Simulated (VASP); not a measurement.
# MgO (P-4m2) in VASP: a series of runs, part 2 of 3

VASP 6.6.1.

## Step 3: Single point, LDA (atoms displaced along a vibrational mode)

INCAR reads:

```
SYSTEM = MgO
ALGO = Normal ; EDIFF = 1E-6
ENCUT = 520 ; GGA = CA
ISIF = 2 ; ISMEAR = 0
LASPH = .True. ; LCHARG = .False.
LREAL = .False. ; LWAVE = .False.
NBANDS = 36 ; NELM = 100
PREC = Accurate ; SIGMA = 0.05
```

KPOINTS reads:

```
k-points
0
Gamma
  4 4 4
  0 0 0
```

POSCAR reads:

```
MgO
1.0
    5.5230736673      0.0000000000      0.0000000000
    0.0000000000      5.5230736673      0.0000000000
    0.0000000000      0.0000000000      5.5230736673
Mg O
6 6
Direct
    0.2500000000     -0.0158336010      0.5000000000
    0.0000000000      0.5158336010      0.2500000000
    0.5000000000      0.7500000000      0.0000000000
    0.7500000000     -0.0158336010      0.5000000000
    0.0000000000      0.5158336010      0.7500000000
    0.5000000000      0.2500000000      0.0000000000
    0.2500000000      0.4904421822      0.0000000000
    0.5000000000      0.0095578178      0.2500000000
    0.0000000000      0.7500000000      0.5000000000
    0.7500000000      0.4904421822      0.0000000000
    0.5000000000      0.0095578178      0.7500000000
    0.0000000000      0.2500000000      0.5000000000
```

Potentials or basis: VASP PAW LDA potentials, release 64 (Mg, O).

Run with:

```
$ cat potpaw_LDA.64/Mg/POTCAR potpaw_LDA.64/O/POTCAR > POTCAR
$ mpirun -np 1 vasp_std > vasp.out
```

OUTCAR:

```text
SYSTEM = MgO
   EDIFF = 1E-6
   ENCUT = 520
   GGA = CA
   ISIF = 2
   ISMEAR = 0
   LASPH = .True.
   LREAL = .False.
   NELM = 100
   PREC = Accurate

 ion  position               nearest neighbor table
   1  0.250  0.984  0.500-   9 1.89   8 1.96  11 1.96  12 2.02   4 2.76   4 2.76   5 3.24   2 3.24
                             3 3.35   3 3.35   6 3.42   6 3.42   2 3.53   5 3.53
   2  0.000  0.516  0.250-   9 1.89   7 1.96  10 1.96  12 2.02   5 2.76   5 2.76   1 3.24   4 3.24
                             3 3.35   3 3.35   6 3.42   6 3.42   1 3.53   4 3.53
   3  0.500  0.750  0.000-   7 1.99   8 1.99  10 1.99  11 1.99   6 2.76   6 2.76   4 3.35   5 3.35
                             1 3.35   1 3.35   4 3.35   2 3.35   2 3.35   5 3.35
   4  0.750  0.984  0.500-   9 1.89   8 1.96  11 1.96  12 2.02   1 2.76   1 2.76   5 3.24   2 3.24
                             3 3.35   3 3.35   6 3.42   6 3.42   2 3.53   5 3.53
   5  0.000  0.516  0.750-   9 1.89   7 1.96  10 1.96  12 2.02   2 2.76   2 2.76   4 3.24   1 3.24
                             3 3.35   3 3.35   6 3.42   6 3.42   1 3.53   4 3.53
   6  0.500  0.250  0.000-   7 1.92   8 1.92  10 1.92  11 1.92   3 2.76   3 2.76   1 3.42   4 3.42
                             5 3.42   1 3.42   4 3.42   2 3.42   2 3.42   5 3.42
   7  0.250  0.490  0.000-   6 1.92   5 1.96   2 1.96   3 1.99
   8  0.500  0.010  0.250-   6 1.92   4 1.96   1 1.96   3 1.99
   9  0.000  0.750  0.500-   1 1.89   2 1.89   4 1.89   5 1.89
  10  0.750  0.490  0.000-   6 1.92   5 1.96   2 1.96   3 1.99
  11  0.500  0.010  0.750-   6 1.92   4 1.96   1 1.96   3 1.99
  12  0.000  0.250  0.500-   1 2.02   2 2.02   4 2.02   5 2.02

  LATTYP: Found a simple cubic cell.
 ALAT       =     5.5230736673

  Lattice vectors:

 A1 = (   5.5230736673,   0.0000000000,   0.0000000000)
 A2 = (   0.0000000000,   5.5230736673,   0.0000000000)
 A3 = (   0.0000000000,   0.0000000000,   5.5230736673)

Analysis of symmetry for initial positions (statically):
=====================================================================
 Subroutine PRICEL returns:
 Original cell was already a primitive cell.

 Routine SETGRP: Setting up the symmetry group for a
 simple cubic supercell.

 Subroutine GETGRP returns: Found  8 space group operations
 (whereof  4 operations were pure point group operations)
 out of a pool of 48 trial point group operations.

The static configuration has the point symmetry C_2v.
 The point group associated with its full space group is D_2d.

Analysis of symmetry for dynamics (positions and initial velocities):
=====================================================================
 Subroutine PRICEL returns:
 Original cell was already a primitive cell.

 Routine SETGRP: Setting up the symmetry group for a
 simple cubic supercell.

 Subroutine GETGRP returns: Found  8 space group operations
 (whereof  4 operations were pure point group operations)
 out of a pool of 48 trial point group operations.

The dynamic configuration has the point symmetry C_2v.
 The point group associated with its full space group is D_2d.

 Subroutine INISYM returns: Found  8 space group operations
 (whereof  4 operations are pure point group operations),
 and found     1 'primitive' translations

----------------------------------------------------------------------------------------

                                     Primitive cell

  volume of cell :     168.4777

[... 89 lines left out ...]
   NGX,Y,Z   is equivalent  to a cutoff of  12.64, 12.64, 12.64 a.u.
   NGXF,Y,Z  is equivalent  to a cutoff of  25.28, 25.28, 25.28 a.u.
 SYSTEM =  MgO
   PREC   = accura    normal or accurate (medium, high low for compatibility)
   ISTART =      0    job   : 0-new  1-cont  2-samecut
   ICHARG =      2    charge: 1-file 2-atom 10-const
   ISPIN  =      1    spin polarized calculation?
   LNONCOLLINEAR =      F non collinear calculations
   LSORBIT =      F    spin-orbit coupling
   LASPH  =      T    aspherical Exc in radial PAW
   ENCUT  =  520.0 eV  38.22 Ry    6.18 a.u.  10.27 10.27 10.27*2*pi/ulx,y,z
   NELM   =    100;   NELMIN=  2; NELMDL= -5     # of ELM steps
   EDIFF  = 0.1E-05   stopping-criterion for ELM
   LREAL  =      F    real-space projection
   EDIFFG = 0.1E-04   stopping-criterion for IOM
   NSW    =      0    number of steps for IOM
   IBRION =     -1    ionic relax: 0-MD 1-quasi-New 2-CG
   NFREE  =      0    steps in history (QN), initial steepest desc. (CG)
   ISIF   =      2    stress and relaxation
   ISYM   =      2    0-nonsym 1-usesym 2-fastsym
   POTIM  = 0.5000    time-step for ionic-motion
   TEBEG  =    0.0;   TEEND  =   0.0 temperature during run
   PSTRESS=    0.0 pullay stress
   NELECT =      48.0000    total number of electrons
   NUPDOWN=      -1.0000    fix difference up-down
   EMIN   =  10.00;   EMAX   =-10.00  energy-range for DOS
   EFERMI =   0.00;   METHOD = LEGACY
   ISMEAR =     0;   SIGMA  =   0.05  broadening in eV -4-tet -1-fermi 0-gaus
   EFERMI_NEDOS =   21; number of points for ismear=-14 and -15
   IALGO  =     38    algorithm
   IMIX   =      4    mixing-type and parameters
     AMIX     =   0.40;   BMIX     =  1.00
     AMIX_MAG =   1.60;   BMIX_MAG =  1.00
  volume/ion in A,a.u.               =      14.04        94.75
  Fermi-wavevector in a.u.,A,eV,Ry     =   1.077228  2.035666 15.788483  1.160421
  Thomas-Fermi vector in A             =   2.213134
   LORBIT       =      0    0 simple, 1 ext, 2 COOP (PROOUT), +10 PAW based schemes
   GGA     = CA    functional components
   LHFCALC =     F    Hartree Fock is set to
   AEXX    =    0.0000 exact exchange contribution
   IVDW    =     0    specifies the selected vdW correction
   LEPSILON=     F    determine dielectric tensor
   LRPA    =     F    only Hartree local field effects (RPA)
 non-spin polarized calculation
 Gauss-broadening in eV      SIGMA  =   0.05
  energy-cutoff  :      520.00
  volume of cell :      168.48
 maximum number of plane-waves:      4632
 NGX is ok and might be reduce to    42
   NGX = 21   NGY = 21   NGZ = 21

 number of electron      47.9999988 magnetization

 Free energy of the ion-electron system (eV)
  ---------------------------------------------------
  ext. energy  EPLUGINS =         0.00000000
  ---------------------------------------------------
  free energy    TOTEN  =       -77.03100916 eV

  energy without entropy =      -77.03100916  energy(sigma->0) =      -77.03100916

 E-fermi :   0.1473     XC(G=0):  -9.1951

 val. band max:       -0.1284062149   @ k =   0.5000   0.0000   0.5000
 cond. band min:       2.5668184927   @ k =   0.0000   0.0000   0.0000
 fundamental gap:      2.6952247076
 Fermi energy:         0.1473036049

 k-point     1 :       0.0000    0.0000    0.0000
  band No.  band energies     occupation
      1     -16.3908      2.00000
      2     -15.8999      2.00000
      3     -15.6521      2.00000
      4     -15.1646      2.00000
      5     -15.1646      2.00000
      6     -14.7306      2.00000
[... 691 lines left out ...]
     35      11.6707      0.00000
     36      11.8895      0.00000

------------------------ aborting loop because EDIFF is reached ----------------------------------------

  FORCE on cell =-STRESS in cart. coord.  units (eV):
  Direction    XX          YY          ZZ          XY          YZ          ZX
  --------------------------------------------------------------------------------------
  -------------------------------------------------------------------------------------
  Total       -0.3006807     -0.7553070     -0.3006807      0.0000000      0.0000000      0.0000000
  in kB       -2.8593916     -7.1827639     -2.8593916      0.0000000      0.0000000      0.0000000
  external PRESSURE =      -4.3005157 kB  Pullay stress =       0.0000000 kB

 VOLUME and BASIS-vectors are now :
 -----------------------------------------------------------------------------
  energy-cutoff  :      520.00
  volume of cell :      168.48
      direct lattice vectors                 reciprocal lattice vectors
     5.523073667  0.000000000  0.000000000     0.181058603  0.000000000  0.000000000
     0.000000000  5.523073667  0.000000000     0.000000000  0.181058603  0.000000000
     0.000000000  0.000000000  5.523073667     0.000000000  0.000000000  0.181058603

 POSITION                                       TOTAL-FORCE (eV/Angst)
 -----------------------------------------------------------------------------------
      1.38077      5.43562      2.76154         0.186784      1.608307      0.000000
      0.00000      2.84899      1.38077        -0.000000     -1.608307     -0.186784
      2.76154      4.14231      0.00000        -0.000000     -0.000000      0.000000
      4.14231      5.43562      2.76154        -0.186784      1.608307      0.000000
      0.00000      2.84899      4.14231        -0.000000     -1.608307      0.186784
      2.76154      1.38077      0.00000        -0.000000     -0.000000      0.000000
      1.38077      2.70875      0.00000        -0.099221      1.082444      0.000000
      2.76154      0.05279      1.38077        -0.000000     -1.082444      0.099221
      0.00000      4.14231      2.76154        -0.000000     -0.000000      0.000000
      4.14231      2.70875      0.00000         0.099221      1.082444      0.000000
      2.76154      0.05279      4.14231        -0.000000     -1.082444     -0.099221
      0.00000      1.38077      2.76154        -0.000000     -0.000000      0.000000
 -----------------------------------------------------------------------------------
    total drift:                                0.000000      0.000000     -0.000000

  FREE ENERGIE OF THE ION-ELECTRON SYSTEM (eV)
  ---------------------------------------------------
  free  energy   TOTEN  =       -77.0310091638 eV

  energy  without entropy=      -77.0310091638  energy(sigma->0) =      -77.03100916
```

It took 2.5 min on 1 thread of Intel Xeon 8259CL, shared host; peak memory 0.26 GiB.

Results:

```
Free energy            : -77.0310 eV
Pressure               : -0.4 GPa
Largest force          : 1.619 eV/Å
Band gap on the k mesh : 2.70 eV (least direct gap 2.71 eV)
```

Forces on the atoms (eV/Å):
```
Mg   0.187  1.608  0.000
Mg   0.000 -1.608 -0.187
Mg   0.000  0.000  0.000
Mg  -0.187  1.608  0.000
Mg   0.000 -1.608  0.187
Mg   0.000  0.000  0.000
O   -0.099  1.082  0.000
O    0.000 -1.082  0.099
O    0.000  0.000  0.000
O    0.099  1.082  0.000
O    0.000 -1.082 -0.099
O    0.000  0.000  0.000
```

Stress tensor (GPa, compression positive):
```
-0.29  0.00  0.00
 0.00 -0.72  0.00
 0.00  0.00 -0.29
```

Caveat: the cell differs from its parent crystal (atoms displaced along a vibrational mode); forces of over 1 eV/Å act on the atoms, so gaps and moduli don't describe the material at rest.

(Part 2 of 3 ends here.)
